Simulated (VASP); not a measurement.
# ZnSe2 (P-6m2) in VASP: single point with PBEsol

Aim: the single point of ZnSe2 with PBEsol.

Program: VASP 6.6.1. These are calculated values, not measurements. Logs are shortened: lines on timing, memory, paths and dates and some standing lists are left out, and cuts for length are marked.

## 1. The cell of the first run

The structure is hexagonal, space group P-6m2 (No. 187). The conventional cell has a = 3.646 Å, b = 3.646 Å, c = 5.649 Å, α = 90.00°, β = 90.00°, γ = 120.00°. Zn (site symmetry -6m2) has 6 Se at 2.57 Å within 3.4 Å. Within 3.4 Å of Se (site symmetry 3m) lie 3 Zn at 2.57 Å and 2 Se at 2.69 to 2.96 Å.

## 2. Single point, PBEsol

File INCAR:

```
PREC = Accurate
ENCUT = 520
EDIFF = 1E-6
ISMEAR = -1
SIGMA = 0.03
LREAL = False
LASPH = True
NELM = 60
ALGO = Normal
ISIF = 2
LWAVE = False
LCHARG = False
GGA = PS
NBANDS = 19
```

File KPOINTS:

```
regular mesh
0
Gamma
  9 9 2
```

File POSCAR:

```
ZnSe2
1.0
    3.6459122301      0.0000000044      0.0000000000
   -1.8229561189      3.1574526090      0.0000000000
    0.0000000000      0.0000000000      5.6490230464
Zn Se
1 2
Direct
    0.0000000000      0.0000000000      0.0000000000
    0.3333333333      0.6666666667      0.2617186144
    0.3333333333      0.6666666667      0.7382813856
```

Potentials or basis: VASP PAW PBE potentials, release 64 (Zn, Se).

Run with:

```sh
$ cat potpaw_PBE.64/Zn/POTCAR potpaw_PBE.64/Se/POTCAR > POTCAR
$ mpirun -np 1 vasp_std > vasp.out
```

OUTCAR:

```text
PREC = Accurate
   ENCUT = 520
   EDIFF = 1E-6
   ISMEAR = -1
   LREAL = False
   LASPH = True
   NELM = 60
   ISIF = 2
   GGA = PS

 ion  position               nearest neighbor table
   1  0.000  0.000  0.000-   2 2.57   3 2.57   2 2.57   3 2.57   2 2.57   3 2.57
   2  0.333  0.667  0.262-   1 2.57   1 2.57   1 2.57   3 2.69
   3  0.333  0.667  0.738-   1 2.57   1 2.57   1 2.57   2 2.69

  LATTYP: Found a hexagonal cell.
 ALAT       =     3.6459122301
 C/A-ratio  =     1.5494127916

  Lattice vectors:

 A1 = (   3.6459122301,   0.0000000044,   0.0000000000)
 A2 = (  -1.8229561189,   3.1574526090,   0.0000000000)
 A3 = (   0.0000000000,   0.0000000000,   5.6490230464)

Analysis of symmetry for initial positions (statically):
=====================================================================
 Subroutine PRICEL returns:
 Original cell was already a primitive cell.

 Routine SETGRP: Setting up the symmetry group for a
 hexagonal supercell.

 Subroutine GETGRP returns: Found 12 space group operations
 (whereof 12 operations were pure point group operations)
 out of a pool of 24 trial point group operations.

The static configuration has the point symmetry D_3h.

Analysis of symmetry for dynamics (positions and initial velocities):
=====================================================================
 Subroutine PRICEL returns:
 Original cell was already a primitive cell.

 Routine SETGRP: Setting up the symmetry group for a
 hexagonal supercell.

 Subroutine GETGRP returns: Found 12 space group operations
 (whereof 12 operations were pure point group operations)
 out of a pool of 24 trial point group operations.

The dynamic configuration has the point symmetry D_3h.

 Subroutine INISYM returns: Found 12 space group operations
 (whereof 12 operations are pure point group operations),
 and found     1 'primitive' translations

----------------------------------------------------------------------------------------

                                     Primitive cell

  volume of cell :      65.0304

  direct lattice vectors                    reciprocal lattice vectors
     3.645912230  0.000000004  0.000000000     0.274279779  0.158355504  0.000000000
    -1.822956119  3.157452609  0.000000000    -0.000000000  0.316711008  0.000000000
     0.000000000  0.000000000  5.649023046     0.000000000  0.000000000  0.177021760

  length of vectors
     3.645912230  3.645912230  5.649023046     0.316711008  0.316711008  0.177021760

  position of ions in fractional coordinates (direct lattice)
     0.000000000  0.000000000  0.000000000
     0.333333333  0.666666667  0.261718614
     0.333333333  0.666666667  0.738281386

  ion indices of the primitive-cell ions
   primitive index   ion index
                 1           1
                 2           2
                 3           3

----------------------------------------------------------------------------------------

 KPOINTS: regular mesh

Automatic generation of k-mesh.
 Grid dimensions read from file:
 generate k-points for:    9    9    2

 Generating k-lattice:

  Cartesian coordinates                     Fractional coordinates (reciprocal lattice)
     0.030475531  0.017595056  0.000000000     0.111111111  0.000000000  0.000000000
    -0.000000000  0.035190112  0.000000000     0.000000000  0.111111111  0.000000000
     0.000000000  0.000000000  0.088510880     0.000000000  0.000000000  0.500000000

  Length of vectors
     0.035190112  0.035190112  0.088510880

  Shift w.r.t. Gamma in fractional coordinates (k-lattice)
     0.000000000  0.000000000  0.000000000

 Subroutine IBZKPT returns following result:
 ===========================================

 Found     24 irreducible k-points:

 Following reciprocal coordinates:
            Coordinates               Weight
  0.000000  0.000000  0.000000      1.000000
  0.111111  0.000000  0.000000      6.000000
  0.222222  0.000000  0.000000      6.000000
  0.333333  0.000000  0.000000      6.000000
  0.444444  0.000000  0.000000      6.000000
  0.111111  0.111111  0.000000      6.000000
[... 16 lines left out ...]
  0.333333  0.222222  0.500000     12.000000
  0.333333  0.333333  0.500000      2.000000
   k-points           NKPTS =     24   k-points in BZ     NKDIM =     24   number of bands    NBANDS=     19
   number of dos      NEDOS =    301   number of ions     NIONS =      3
   total plane-waves  NPLWV =  32928
   dimension x,y,z NGX =    28 NGY =   28 NGZ =   42
   dimension x,y,z NGXF=    56 NGYF=   56 NGZF=   84
   ions per type =               1   2
   NGX,Y,Z   is equivalent  to a cutoff of  12.77, 12.77, 12.36 a.u.
   NGXF,Y,Z  is equivalent  to a cutoff of  25.53, 25.53, 24.72 a.u.
 SYSTEM =  unknown system
   PREC   = accura    normal or accurate (medium, high low for compatibility)
   ISTART =      0    job   : 0-new  1-cont  2-samecut
   ICHARG =      2    charge: 1-file 2-atom 10-const
   ISPIN  =      1    spin polarized calculation?
   LNONCOLLINEAR =      F non collinear calculations
   LSORBIT =      F    spin-orbit coupling
   LASPH  =      T    aspherical Exc in radial PAW
   ENCUT  =  520.0 eV  38.22 Ry    6.18 a.u.   6.78  6.78 10.50*2*pi/ulx,y,z
   NELM   =     60;   NELMIN=  2; NELMDL= -5     # of ELM steps
   EDIFF  = 0.1E-05   stopping-criterion for ELM
   LREAL  =      F    real-space projection
   EDIFFG = 0.1E-04   stopping-criterion for IOM
   NSW    =      0    number of steps for IOM
   IBRION =     -1    ionic relax: 0-MD 1-quasi-New 2-CG
   NFREE  =      0    steps in history (QN), initial steepest desc. (CG)
   ISIF   =      2    stress and relaxation
   ISYM   =      2    0-nonsym 1-usesym 2-fastsym
   POTIM  = 0.5000    time-step for ionic-motion
   TEBEG  =    0.0;   TEEND  =   0.0 temperature during run
   PSTRESS=    0.0 pullay stress
   NELECT =      24.0000    total number of electrons
   NUPDOWN=      -1.0000    fix difference up-down
   EMIN   =  10.00;   EMAX   =-10.00  energy-range for DOS
   EFERMI =   0.00;   METHOD = LEGACY
   ISMEAR =    -1;   SIGMA  =   0.03  broadening in eV -4-tet -1-fermi 0-gaus
   EFERMI_NEDOS =   21; number of points for ismear=-14 and -15
   IALGO  =     38    algorithm
   IMIX   =      4    mixing-type and parameters
     AMIX     =   0.40;   BMIX     =  1.00
     AMIX_MAG =   1.60;   BMIX_MAG =  1.00
  volume/ion in A,a.u.               =      21.68       146.28
  Fermi-wavevector in a.u.,A,eV,Ry     =   1.174284  2.219075 18.761655  1.378943
  Thomas-Fermi vector in A             =   2.310683
   LORBIT       =      0    0 simple, 1 ext, 2 COOP (PROOUT), +10 PAW based schemes
   GGA     = PS    functional components
   LHFCALC =     F    Hartree Fock is set to
   AEXX    =    0.0000 exact exchange contribution
   IVDW    =     0    specifies the selected vdW correction
   LEPSILON=     F    determine dielectric tensor
   LRPA    =     F    only Hartree local field effects (RPA)
 non-spin polarized calculation
  energy-cutoff  :      520.00
  volume of cell :       65.03
 maximum number of plane-waves:      1773
 NGX is ok and might be reduce to    28
   NGX = 13   NGY = 13   NGZ = 21

 number of electron      24.0000002 magnetization

 Free energy of the ion-electron system (eV)
  ---------------------------------------------------
  ext. energy  EPLUGINS =         0.00000000
  ---------------------------------------------------
  free energy    TOTEN  =        -9.97050206 eV

  energy without entropy =       -9.96769703  energy(sigma->0) =       -9.96909955

 E-fermi :   2.6155     XC(G=0):  -9.9684

 val. band max:        2.5997794101   @ k =   0.1111   0.0000   0.5000
 cond. band min:       2.7714342204   @ k =   0.1111   0.0000   0.5000
 fundamental gap:      0.1716548102
 Fermi energy:         2.6154550660

 k-point     1 :       0.0000    0.0000    0.0000
  band No.  band energies     occupation
      1     -11.6878      2.00000
      2      -9.1921      2.00000
      3      -4.4672      2.00000
      4      -4.0840      2.00000
      5      -4.0840      2.00000
      6      -3.9666      2.00000
[... 11 lines left out ...]
     18      10.5644      0.00000
     19      12.7861      0.00000

 k-point     2 :       0.1111    0.0000    0.0000
  band No.  band energies     occupation
      1     -11.5898      2.00000
      2      -9.1196      2.00000
      3      -4.4098      2.00000
      4      -4.0821      2.00000
      5      -4.0585      2.00000
      6      -3.9771      2.00000
[... 11 lines left out ...]
     18      10.3115      0.00000
     19      12.0485      0.00000

 k-point     3 :       0.2222    0.0000    0.0000
  band No.  band energies     occupation
      1     -11.3229      2.00000
      2      -8.9260      2.00000
      3      -4.3181      2.00000
      4      -4.0270      2.00000
      5      -4.0038      2.00000
      6      -3.9911      2.00000
[... 11 lines left out ...]
     18      10.5518      0.00000
     19      12.0532      0.00000

 k-point     4 :       0.3333    0.0000    0.0000
  band No.  band energies     occupation
      1     -10.9778      2.00000
      2      -8.6850      2.00000
      3      -4.2896      2.00000
      4      -4.0343      2.00000
      5      -3.9166      2.00000
      6      -3.9086      2.00000
[... 11 lines left out ...]
     18      11.8256      0.00000
     19      12.4948      0.00000

 k-point     5 :       0.4444    0.0000    0.0000
  band No.  band energies     occupation
      1     -10.7202      2.00000
      2      -8.5132      2.00000
      3      -4.2534      2.00000
      4      -4.0543      2.00000
      5      -3.9198      2.00000
      6      -3.8507      2.00000
[... 11 lines left out ...]
     18      11.8463      0.00000
     19      13.6377      0.00000

 k-point     6 :       0.1111    0.1111    0.0000
  band No.  band energies     occupation
      1     -11.4070      2.00000
      2      -8.9863      2.00000
      3      -4.3330      2.00000
      4      -4.0663      2.00000
      5      -4.0014      2.00000
      6      -4.0011      2.00000
[... 11 lines left out ...]
     18      10.8309      0.00000
     19      12.0238      0.00000

 k-point     7 :       0.2222    0.1111    0.0000
  band No.  band energies     occupation
      1     -11.0976      2.00000
      2      -8.7668      2.00000
      3      -4.2804      2.00000
      4      -4.0441      2.00000
      5      -3.9960      2.00000
      6      -3.9032      2.00000
[... 11 lines left out ...]
     18      10.7865      0.00000
     19      12.4806      0.00000

 k-point     8 :       0.3333    0.1111    0.0000
  band No.  band energies     occupation
      1     -10.7873      2.00000
      2      -8.5557      2.00000
      3      -4.2441      2.00000
      4      -4.0847      2.00000
      5      -3.9215      2.00000
      6      -3.8551      2.00000
[... 256 lines left out ...]
 k-point    20 :       0.3333    0.1111    0.5000
  band No.  band energies     occupation
      1      -9.9213      2.00000
      2      -9.9073      2.00000
      3      -4.1115      2.00000
      4      -4.0359      2.00000
      5      -3.9475      2.00000
      6      -3.8971      2.00000
[... 11 lines left out ...]
     18      11.3457      0.00000
     19      13.5463      0.00000

 k-point    21 :       0.4444    0.1111    0.5000
  band No.  band energies     occupation
      1      -9.8078      2.00000
      2      -9.7752      2.00000
      3      -4.1341      2.00000
      4      -3.9559      2.00000
      5      -3.9294      2.00000
      6      -3.8849      2.00000
[... 11 lines left out ...]
     18      11.4105      0.00000
     19      13.6169      0.00000

 k-point    22 :       0.2222    0.2222    0.5000
  band No.  band energies     occupation
      1      -9.9519      2.00000
      2      -9.9270      2.00000
      3      -4.1374      2.00000
      4      -4.0395      2.00000
      5      -3.9245      2.00000
      6      -3.9161      2.00000
[... 11 lines left out ...]
     18      10.9510      0.00000
     19      12.0326      0.00000

 k-point    23 :       0.3333    0.2222    0.5000
  band No.  band energies     occupation
      1      -9.7762      2.00000
      2      -9.7337      2.00000
      3      -4.1983      2.00000
      4      -3.9409      2.00000
      5      -3.8854      2.00000
      6      -3.8751      2.00000
[... 11 lines left out ...]
     18      11.5293      0.00000
     19      12.2526      0.00000

 k-point    24 :       0.3333    0.3333    0.5000
  band No.  band energies     occupation
      1      -9.7230      2.00000
      2      -9.6576      2.00000
      3      -4.2366      2.00000
      4      -3.9000      2.00000
      5      -3.8723      2.00000
      6      -3.8422      2.00000
[... 11 lines left out ...]
     18      12.0241      0.00000
     19      13.3923      0.00000

------------------------ aborting loop because EDIFF is reached ----------------------------------------

  FORCE on cell =-STRESS in cart. coord.  units (eV):
  Direction    XX          YY          ZZ          XY          YZ          ZX
  --------------------------------------------------------------------------------------
  -------------------------------------------------------------------------------------
  Total        0.0951397      0.0951397      0.1229132     -0.0000000      0.0000000      0.0000000
  in kB        2.3439901      2.3439901      3.0282578     -0.0000000      0.0000000      0.0000000
  external PRESSURE =       2.5720793 kB  Pullay stress =       0.0000000 kB

 VOLUME and BASIS-vectors are now :
 -----------------------------------------------------------------------------
  energy-cutoff  :      520.00
  volume of cell :       65.03
      direct lattice vectors                 reciprocal lattice vectors
     3.645912230  0.000000004  0.000000000     0.274279779  0.158355504  0.000000000
    -1.822956119  3.157452609  0.000000000    -0.000000000  0.316711008  0.000000000
     0.000000000  0.000000000  5.649023046     0.000000000  0.000000000  0.177021760

 POSITION                                       TOTAL-FORCE (eV/Angst)
 -----------------------------------------------------------------------------------
      0.00000      0.00000      0.00000        -0.000000      0.000000      0.000000
     -0.00000      2.10497      1.47845         0.000000      0.000000      0.018509
     -0.00000      2.10497      4.17057        -0.000000      0.000000     -0.018509
 -----------------------------------------------------------------------------------
    total drift:                                0.000000     -0.000000     -0.000000

  FREE ENERGIE OF THE ION-ELECTRON SYSTEM (eV)
  ---------------------------------------------------
  free  energy   TOTEN  =        -9.9705020591 eV

  energy  without entropy=       -9.9676970312  energy(sigma->0) =       -9.96909955
```

Run time: 27 s. Hardware: 1 thread of Intel Xeon 8259CL, shared host; peak memory 0.19 GiB.

Results:

```
Free energy            : -9.9705 eV
Pressure               : 0.3 GPa
Largest force          : 0.019 eV/Å
Band gap on the k mesh : zero (bands 12 and 13 overlap by 2.41 eV)
```

Forces on the atoms (eV/Å):
```
Zn   0.000  0.000  0.000
Se   0.000  0.000  0.019
Se   0.000  0.000 -0.019
```

Levels at points of the mesh, in eV from the Fermi level:
```csv
k point,band 9,band 10,band 11,band 12,band 13,band 14,band 15,band 16
"(0.00, 0.00, 0.00)",-0.49,-0.49,1.24,1.24,2.63,2.79,6.66,6.66
"(0.00, 0.00, 0.50)",-2.51,0.22,0.22,0.26,0.26,3.51,5.13,7.10
```

Caveat: the k points lie up to 0.56 Å⁻¹ apart, too coarse for converged energies and pressures of a metal; the PAW data sets were made with another functional, which shifts forces and pressure a little.

The gap in the log of VASP goes by the Fermi energy; the results here count the filled bands.